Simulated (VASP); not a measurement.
Runs of VASP 6.6.1 on HfN. The structure is that of space group F-43m (No. 216), or close to it. The cells are those of the table. 

| cell | gap on the mesh (eV) | pressure (GPa) |
| --- | --- | --- |
| a = 3.386, b = 3.386, c = 3.298 Å, angles 60.9, 60.9, 58.3°, 2 atoms | none | (a) |
| a = 3.342, b = 3.342, c = 3.298 Å, angles 60.4, 60.4, 59.1°, 2 atoms | none | 31.9 |
| a = 3.515, b = 3.515, c = 3.558 Å, angles 59.6, 59.6, 60.8°, 2 atoms | none | -9.0 |
| a = 3.559, b = 3.559, c = 3.472 Å, angles 60.8, 60.8, 58.4°, 2 atoms | none | -9.0 |

Alike in all rows: task single point; level PBE; potentials or basis VASP PAW PBE potentials, release 64 (Hf_pv, N); no spin polarisation; k mesh 16 × 16 × 16; cutoff (eV) 520; smearing gaussian 0.15 eV.

Estimate the missing entries.

(a) 24.0.

Caveats: spin-orbit coupling is left out, which moves the levels of the heavy elements.

A k mesh can miss the band edges, and the runs leave out spin-orbit coupling on Hf.

A gap of «none» marks levels without a gap at the run's occupations.
